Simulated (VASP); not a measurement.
# Pb (Fm-3m) in VASP: notebook, part 2 of 2

VASP 6.6.1.

## 5. Single point, LDA

Input file INCAR:

```
PREC     = Accurate       # precision mode
ENCUT    = 520            # plane-wave cutoff, eV
EDIFF    = 1E-6           # SCF threshold, eV
ISMEAR   = -1             # smearing method
SIGMA    = 0.3            # smearing width, eV
LREAL    = F              # projectors in reciprocal space
LASPH    = T              # aspherical terms in the spheres
NELM     = 80             # most SCF steps
ALGO     = Normal         # electronic algorithm
ISIF     = 2              # what is computed and relaxed
LWAVE    = F              # write WAVECAR
LCHARG   = F              # write CHGCAR
GGA      = CA             # functional
NBANDS   = 13             # bands
```

Input file KPOINTS:

```
regular mesh
0
Gamma
  11 11 11
```

Input file POSCAR:

```
Pb
1.0
    0.0000000000      2.4375492138      2.4375492138
    2.4375492138      0.0000000000      2.4375492138
    2.4375492138      2.4375492138      0.0000000000
Pb
1
Direct
    0.0000000000      0.0000000000      0.0000000000
```

Potentials or basis: VASP PAW LDA potentials, release 64 (Pb_d).

Launch:

```bash
$ cat potpaw_LDA.64/Pb_d/POTCAR > POTCAR
$ mpirun -np 1 vasp_std > vasp.out
```

OUTCAR:

```text
PREC = Accurate
   ENCUT = 520
   EDIFF = 1E-6
   ISMEAR = -1
   LREAL = F
   LASPH = T
   NELM = 80
   ISIF = 2
   GGA = CA

 ion  position               nearest neighbor table
   1  0.000  0.000  0.000-

  LATTYP: Found a face centered cubic cell.
 ALAT       =     4.8750984276

  Lattice vectors:

 A1 = (   0.0000000000,   2.4375492138,   2.4375492138)
 A2 = (   2.4375492138,   0.0000000000,   2.4375492138)
 A3 = (   2.4375492138,   2.4375492138,   0.0000000000)

Analysis of symmetry for initial positions (statically):
=====================================================================
 Subroutine PRICEL returns:
 Original cell was already a primitive cell.

 Routine SETGRP: Setting up the symmetry group for a
 face centered cubic supercell.

 Subroutine GETGRP returns: Found 48 space group operations
 (whereof 48 operations were pure point group operations)
 out of a pool of 48 trial point group operations.

The static configuration has the point symmetry O_h .

Analysis of symmetry for dynamics (positions and initial velocities):
=====================================================================
 Subroutine PRICEL returns:
[... 169 lines left out ...]
      6      -4.5501      2.00000
      7      15.2498      0.00000
      8      15.2498      0.00000
      9      15.2498      0.00000
     10      17.3857      0.00000
     11      19.5921      0.00000
     12      20.3946      0.00000
     13      20.3946      0.00000
[... 354 lines left out ...]
  band No.  band energies     occupation
      1      -9.5061      2.00000
      2      -9.4729      2.00000
      3      -9.4002      2.00000
      4      -9.3819      2.00000
      5      -9.2680      2.00000
      6      -2.7809      2.00000
      7       8.4409      0.10264
      8      10.1091      0.00042
      9      14.6425      0.00000
     10      17.4440      0.00000
     11      18.9068      0.00000
     12      20.1850      0.00000
     13      21.0355      0.00000

 [... further k-points ...]

------------------------ aborting loop because EDIFF is reached ----------------------------------------

  FORCE on cell =-STRESS in cart. coord.  units (eV):
  Direction    XX          YY          ZZ          XY          YZ          ZX
  --------------------------------------------------------------------------------------
  -------------------------------------------------------------------------------------
  Total        0.0844923      0.0844923      0.0844923     -0.0000000     -0.0000000     -0.0000000
  in kB        4.6734509      4.6734509      4.6734509     -0.0000000     -0.0000000     -0.0000000
  external PRESSURE =       4.6734509 kB  Pullay stress =       0.0000000 kB

 VOLUME and BASIS-vectors are now :
 -----------------------------------------------------------------------------
  energy-cutoff  :      520.00
  volume of cell :       28.97
      direct lattice vectors                 reciprocal lattice vectors
     0.000000000  2.437549214  2.437549214    -0.205124064  0.205124064  0.205124064
     2.437549214  0.000000000  2.437549214     0.205124064 -0.205124064  0.205124064
     2.437549214  2.437549214  0.000000000     0.205124064  0.205124064 -0.205124064

 POSITION                                       TOTAL-FORCE (eV/Angst)
 -----------------------------------------------------------------------------------
      0.00000      0.00000      0.00000        -0.000000      0.000000     -0.000000
 -----------------------------------------------------------------------------------
    total drift:                               -0.000000     -0.000000     -0.000000

  FREE ENERGIE OF THE ION-ELECTRON SYSTEM (eV)
  ---------------------------------------------------
  free  energy   TOTEN  =        -4.3275321250 eV

  energy  without entropy=       -4.1785374359  energy(sigma->0) =       -4.25303478
```

Wall time 16 s (1 thread of Intel Xeon Platinum 8375C at 2.90GHz (Ice Lake), shared host); peak memory 0.15 GiB.

What came out:

```
Free energy            : -4.3275 eV
Pressure               : 0.5 GPa
Band gap on the k mesh : zero (band 7 reaches 15.25 eV, above the bottom of band 8 at 6.00 eV)
```

Levels at points of the mesh, in eV from the Fermi level:
```tsv
k point	band 3	band 4	band 5	band 6	band 7	band 8	band 9	band 10	band 11	band 12
(0.00, 0.00, 0.00)	-17.08	-16.91	-16.91	-12.12	7.68	7.68	7.68	9.82	12.03	12.83
```

Caveat: spin-orbit coupling is left out, which moves the levels of the heavy elements.

## 6. Single point, LDA

Input file INCAR:

```
ALGO = Normal
EDIFF = 1E-7
ENCUT = 520
GGA = CA
ISIF = 2
ISMEAR = -1
LASPH = True
LCHARG = True
LELF = True
LREAL = False
LVHAR = True
LWAVE = False
NBANDS = 13
NELM = 80
PREC = Accurate
SIGMA = 0.6
```

Input file KPOINTS:

```
k-points
0
Gamma
  11 11 11
```

POSCAR is that of step 5.

Potentials or basis: VASP PAW LDA potentials, release 64 (Pb_d).

Launch:

```bash
$ cat potpaw_LDA.64/Pb_d/POTCAR > POTCAR
$ mpirun -np 1 vasp_std > vasp.out
```

It took 19 s on 1 thread of Intel Xeon Platinum 8375C at 2.90GHz (Ice Lake), shared host; peak memory 0.15 GiB.

The run converged. Its results:

| Item | Value |
| --- | --- |
| Free energy | -4.5585 eV |
| Pressure | 1.6 GPa |
| Band gap on the k mesh | zero (band 7 reaches 15.25 eV, above the bottom of band 8 at 6.00 eV) |

Levels at points of the mesh, in eV from the Fermi level:
| k point | band 5 | band 6 | band 7 | band 8 | band 9 | band 10 |
| --- | --- | --- | --- | --- | --- | --- |
| (0.00, 0.00, 0.00) | -16.87 | -12.08 | 7.72 | 7.72 | 7.72 | 9.86 |

Caveat: spin-orbit coupling is left out, which moves the levels of the heavy elements.

## 7. Summary

| k mesh | smearing | gap on the mesh (eV) | pressure (GPa) |
| --- | --- | --- | --- |
| 11 × 11 × 11 | methfessel-paxton 1 eV | none | 0.2 |
| 12 × 12 × 12 | fermi-dirac 0.1 eV | none | 0.4 |
| 11 × 11 × 11 | fermi-dirac 0.2 eV | none | 0.3 |
| 11 × 11 × 11 | fermi-dirac 0.3 eV | none | 0.5 |
| 11 × 11 × 11 | fermi-dirac 0.6 eV | none | 1.6 |

Alike in all rows: task single point; level LDA; potentials or basis VASP PAW LDA potentials, release 64 (Pb_d); no spin polarisation; cell as given; cutoff (eV) 520.

Every run on the cell as given and a fine mesh finds a metal.

Caveats: spin-orbit coupling is left out, which moves the levels of the heavy elements.

Total energies depend on the potentials used, so only differences within one code and one set of settings carry meaning.
